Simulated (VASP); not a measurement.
A run of VASP 6.6.1 is set up as follows.

The input INCAR:

```
SYSTEM = BaH
PREC = Accurate
ENCUT = 520
EDIFF = 1E-6
ISMEAR = 0
SIGMA = 0.1
LREAL = .FALSE.
LASPH = .TRUE.
NELM = 100
ALGO = Normal
ISIF = 2
LWAVE = .FALSE.
LCHARG = .FALSE.
GGA = PE
NBANDS = 12
```

Contents of KPOINTS:

```
Automatic mesh
0
G
  16 16 16
  0 0 0
```

File POSCAR:

```
BaH
1.0
    3.5692506304      0.0000000000      0.0000000000
    0.0000000000      3.5692506304      0.0000000000
    0.0000000000      0.0000000000      3.5692506304
Ba H
1 1
Direct
    0.0000000000      0.0000000000      0.0000000000
    0.5000000000      0.5000000000      0.5000000000
```

Potentials or basis: VASP PAW PBE potentials, release 64 (Ba_sv, H).

Command:

```sh
$ cat potpaw_PBE.64/Ba_sv/POTCAR potpaw_PBE.64/H/POTCAR > POTCAR
$ mpirun -np 1 vasp_std > vasp.out
```

Task: What does it give for the pressure?

Result: 0.7 GPa.
